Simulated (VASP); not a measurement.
# AlN (F-43m) in VASP: a series of runs, part 2 of 2

VASP 6.6.1.

**3. Vibrations by perturbation theory, LDA**

This run uses another cell than the first one, of 9.13 Å³/atom, 0.984 times its volume.

File INCAR:

```
SYSTEM = AlN
PREC     = Accurate       ! precision mode
ENCUT    = 520            ! plane-wave cutoff, eV
EDIFF    = 1E-8           ! SCF threshold, eV
ISMEAR   = 0              ! smearing method
SIGMA    = 0.01           ! smearing width, eV
LREAL    = .False.        ! projectors in reciprocal space
LASPH    = .True.         ! aspherical terms in the spheres
NELM     = 100            ! most SCF steps
ALGO     = Normal         ! electronic algorithm
ISIF     = 2              ! what is computed and relaxed
LWAVE    = .False.        ! write WAVECAR
LCHARG   = .True.         ! write CHGCAR
GGA      = CA             ! functional
IBRION   = 8              ! ionic algorithm
NSW      = 1              ! ionic steps
LEPSILON = .True.         ! dielectric tensor by DFPT
```

File KPOINTS:

```
regular mesh
0
Gamma
  10 10 10
  0 0 0
```

File POSCAR:

```
AlN
1.0
    0.0000000000      2.0897878220      2.0897878220
    2.0897878220      0.0000000000      2.0897878220
    2.0897878220      2.0897878220      0.0000000000
Al N
1 1
Direct
    0.0000000000      0.0000000000      0.0000000000
    0.7500000000      0.7500000000      0.7500000000
```

Potentials or basis: VASP PAW LDA potentials, release 64 (Al, N).

Started as:

```
$ cat potpaw_LDA.64/Al/POTCAR potpaw_LDA.64/N/POTCAR > POTCAR
$ mpirun -np 1 vasp_std > vasp.out
```

OUTCAR:

```text
SYSTEM = AlN
   PREC = Accurate
   ENCUT = 520
   EDIFF = 1E-8
   ISMEAR = 0
   LREAL = .False.
   LASPH = .True.
   NELM = 100
   ISIF = 2
   GGA = CA
   IBRION = 8
   NSW = 1
   LEPSILON = .True.

 ion  position               nearest neighbor table
   1  0.000  0.000  0.000-   2 1.81   2 1.81   2 1.81   2 1.81
   2  0.750  0.750  0.750-   1 1.81   1 1.81   1 1.81   1 1.81

  LATTYP: Found a face centered cubic cell.
 ALAT       =     4.1795756440

  Lattice vectors:

 A1 = (   0.0000000000,   2.0897878220,   2.0897878220)
 A2 = (   2.0897878220,   0.0000000000,   2.0897878220)
 A3 = (   2.0897878220,   2.0897878220,   0.0000000000)

Analysis of symmetry for initial positions (statically):
=====================================================================
 Subroutine PRICEL returns:
 Original cell was already a primitive cell.

 Routine SETGRP: Setting up the symmetry group for a
 face centered cubic supercell.

 Subroutine GETGRP returns: Found 24 space group operations
 (whereof 24 operations were pure point group operations)
 out of a pool of 48 trial point group operations.

The static configuration has the point symmetry T_d .

Analysis of symmetry for dynamics (positions and initial velocities):
=====================================================================
 Subroutine PRICEL returns:
 Original cell was already a primitive cell.

 Routine SETGRP: Setting up the symmetry group for a
 face centered cubic supercell.

 Subroutine GETGRP returns: Found 24 space group operations
 (whereof 24 operations were pure point group operations)
 out of a pool of 48 trial point group operations.

The dynamic configuration has the point symmetry T_d .

 Subroutine INISYM returns: Found 24 space group operations
 (whereof 24 operations are pure point group operations),
 and found     1 'primitive' translations

----------------------------------------------------------------------------------------

                                     Primitive cell

  volume of cell :      18.2531

  direct lattice vectors                    reciprocal lattice vectors
     0.000000000  2.089787822  2.089787822    -0.239258739  0.239258739  0.239258739
     2.089787822  0.000000000  2.089787822     0.239258739 -0.239258739  0.239258739
     2.089787822  2.089787822  0.000000000     0.239258739  0.239258739 -0.239258739

  length of vectors
     2.955406280  2.955406280  2.955406280     0.414408293  0.414408293  0.414408293

  position of ions in fractional coordinates (direct lattice)
     0.000000000  0.000000000  0.000000000
     0.750000000  0.750000000  0.750000000

[... 453 lines left out ...]
 -----------------------------------------------------------------------------
    -0.00041  0.55772  0.00000
     0.55772 -0.00041  0.00000
     0.00000  0.00000  0.00041

--------------------------------------- Ionic step        4  -------------------------------------------

------------------------ aborting loop because EDIFF is reached ----------------------------------------

[... ionic steps 5 to 6 ...]

--------------------------------------- Ionic step        7  -------------------------------------------

 Free energy of the ion-electron system (eV)
  ---------------------------------------------------
  ---------------------------------------------------
  free energy    TOTEN  =        -0.23779930 eV

  energy without entropy =       -0.23779930

------------------------ aborting loop because EDIFF is reached ----------------------------------------

 INTERNAL STRAIN TENSOR  FOR ION    2  DIRECTION 1   (eV/Angst):
 -----------------------------------------------------------------------------
     0.00089  0.00000  0.00000
     0.00000 -0.00010 16.93378
     0.00000 16.93378 -0.00010

 MACROSCOPIC STATIC DIELECTRIC TENSOR (including local field effects in DFT)
 ------------------------------------------------------
           4.389614    -0.000000    -0.000000
          -0.000000     4.389614    -0.000000
          -0.000000    -0.000000     4.389614
 ------------------------------------------------------

 PIEZOELECTRIC TENSOR (including local field effects)  for field in x, y, z        (e  Angst)
          XX          YY          ZZ          XY          YZ          ZX
  --------------------------------------------------------------------------------
  x     0.00000     0.00000     0.00000     0.00000     0.63552     0.00000
  y    -0.00000     0.00000    -0.00000     0.00000     0.00000     0.63552
  z    -0.00000     0.00000     0.00000     0.63552     0.00000     0.00000

 PIEZOELECTRIC TENSOR (including local field effects)  for field in x, y, z        (C/m^2)
          XX          YY          ZZ          XY          YZ          ZX
  --------------------------------------------------------------------------------
  x     0.00000     0.00000     0.00000     0.00000     0.55783     0.00000
  y    -0.00000     0.00000    -0.00000     0.00000     0.00000     0.55783
  z    -0.00000     0.00000     0.00000     0.55783     0.00000     0.00000

 BORN EFFECTIVE CHARGES (including local field effects) (in |e|, cummulative output)
 ---------------------------------------------------------------------------------
 ion    1
    1     2.51494    -0.00000     0.00000
    2     0.00000     2.51494     0.00000
    3     0.00000    -0.00000     2.51494
 ion    2
    1    -2.51494     0.00000    -0.00000
    2     0.00000    -2.51494     0.00000
    3    -0.00000     0.00000    -2.51494

 INTERNAL STRAIN TENSOR FOR ION    2 for displacements in x,y,z  (eV/Angst):
          X           Y           Z          XY          YZ          ZX
  --------------------------------------------------------------------------------
  x     0.00000     0.00000     0.00000     0.00000    16.93378     0.00000
  y     0.00000     0.00000     0.00000     0.00000     0.00000    16.93378
  z     0.00000     0.00000     0.00000    16.93378     0.00000     0.00000

 SECOND DERIVATIVES (NOT SYMMETRIZED)
 ------------------------------------
               1X          1Y          1Z          2X          2Y          2Z
  1X   -21.000960    0.000000    0.000000   21.000960    0.000000    0.000000
  1Y     0.000000  -21.000960    0.000000    0.000000   21.000960    0.000000
  1Z     0.000000    0.000000  -21.000960    0.000000    0.000000   21.000960
  2X    20.998254    0.000000    0.000000  -20.998254    0.000000    0.000000
  2Y     0.000000   20.998254    0.000000    0.000000  -20.998254    0.000000
  2Z     0.000000    0.000000   20.998254    0.000000    0.000000  -20.998254

 Eigenvectors and eigenvalues of the dynamical matrix
 ----------------------------------------------------

   1 f  =   23.596082 THz   148.258558 2PiTHz  787.080585 cm-1    97.585511 meV
             X         Y         Z           dx          dy          dz
      0.000000  0.000000  0.000000    -0.584523    0.000000    0.000000
      3.134682  3.134682  3.134682     0.811377    0.000000    0.000000
[... 21 lines left out ...]
   6 f/i=    0.000721 THz     0.004530 2PiTHz    0.024048 cm-1     0.002982 meV
             X         Y         Z           dx          dy          dz
      0.000000  0.000000  0.000000    -0.811377    0.000000    0.000000
      3.134682  3.134682  3.134682    -0.584523    0.000000    0.000000

--------------------------------------------------------------------------------------------------------

 MACROSCOPIC STATIC DIELECTRIC TENSOR IONIC CONTRIBUTION
 ------------------------------------------------------
           2.985890    -0.000000     0.000000
          -0.000000     2.985890    -0.000000
           0.000000    -0.000000     2.985890
 ------------------------------------------------------

 ELASTIC MODULI CONTR FROM IONIC RELAXATION (kBar)
 Direction    XX          YY          ZZ          XY          YZ          ZX
 --------------------------------------------------------------------------------
 XX          -0.0000      0.0000     -0.0000     -0.0000     -0.0000      0.0000
 YY           0.0000     -0.0000     -0.0000      0.0000      0.0000     -0.0000
 ZZ          -0.0000     -0.0000     -0.0000     -0.0000     -0.0000     -0.0000
 XY          -0.0000      0.0000     -0.0000  -1151.1468     -0.0000      0.0000
 YZ          -0.0000      0.0000     -0.0000     -0.0000  -1151.1468      0.0000
 ZX           0.0000     -0.0000     -0.0000      0.0000      0.0000  -1151.1468
 --------------------------------------------------------------------------------

 PIEZOELECTRIC TENSOR IONIC CONTR  for field in x, y, z        (C/m^2)
          XX          YY          ZZ          XY          YZ          ZX
  --------------------------------------------------------------------------------
  x    -0.00000     0.00000    -0.00000    -0.00000    -1.74451     0.00000
  y     0.00000    -0.00000    -0.00000     0.00000     0.00000    -1.74451
  z    -0.00000     0.00000    -0.00000    -1.74451    -0.00000    -0.00000
```

Run time: 2.9 min. Hardware: 1 thread of Intel Xeon 8259CL, shared host; peak memory 0.19 GiB.

What came out:

```
Electronic dielectric tensor (diagonal)                 : 4.39
Born charges (mean of the diagonal)                     : Al +2.51; N -2.51 e
Highest phonon frequency at Γ, LO-TO splitting left out : 787 cm⁻¹
```

Phonon frequencies in cm⁻¹ (negative: imaginary):
| q point | frequencies |
| --- | --- |
| (0.000, 0.000, 0.000) | 0 0 0 787 787 787 |

Electronic dielectric tensor:
```
4.39 0.00 0.00
0.00 4.39 0.00
0.00 0.00 4.39
```

Born effective charge tensors (e):
atom 1, Al
```
2.51 0.00 0.00
0.00 2.51 0.00
0.00 0.00 2.51
```
atom 2, N
```
-2.51  0.00  0.00
 0.00 -2.51  0.00
 0.00  0.00 -2.51
```

Caveat: the cell wasn't relaxed at this level first, which shifts response properties.
